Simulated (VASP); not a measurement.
**SiC: single point with PBEsol**

The system is SiC.

```
Si C
1.0
    -0.01411    2.18613    2.20024
     2.18613   -0.01411    2.20024
     2.17203    2.17203    0.00000
Si C
1 1
Cartesian
  0.0000 0.0000 -0.0026
  1.0860 1.0860 1.1028
```

```
Program             : VASP 6.6.1
Task                : single point
Functional          : PBEsol
Potentials or basis : VASP PAW PBE potentials, release 64 (Si, C)
Cutoff              : 600 eV
k mesh              : 6 × 6 × 6
Occupations         : gaussian, width 0.01 eV
Spin                : no spin polarisation
```

The pressure is -3.4 GPa and the band gap on the k mesh is 1.14 eV (least direct gap 4.29 eV).

Stress tensor (GPa, compression positive):
```
-2.83  3.09  0.00
 3.09 -2.83  0.00
 0.00  0.00 -4.50
```

Levels at points of the mesh, in eV from the valence-band top:
```csv
k point,band 1,band 2,band 3,band 4,band 5,band 6,band 7,band 8,band 9
"(0.00, 0.00, 0.00)",-15.38,-0.13,-0.11,0.00,5.88,6.91,7.09,7.18,14.18
"(0.50, 0.00, 0.00)",-11.88,-8.61,-1.15,-1.03,5.22,6.96,7.15,9.78,15.72
"(0.50, 0.50, 0.00)",-10.42,-7.92,-3.33,-3.10,1.19,4.14,13.69,13.72,14.32
"(0.00, 0.00, 0.50)",-11.79,-8.57,-1.19,-1.15,5.06,6.93,6.93,9.71,15.73
"(0.50, 0.00, 0.50)",-10.37,-7.84,-3.29,-3.28,1.14,4.02,13.57,13.73,14.46
```

Run time: 24 s on 1 thread of Intel(R) Xeon(R) Platinum 8259CL CPU @ 2.50GHz (Skylake/Cascade Lake), with other jobs on the host, peak memory 0.15 GiB.

Caveat: the cell stands under tension; the PAW data sets were made with another functional, which shifts forces and pressure a little. A k mesh can miss the band edges.
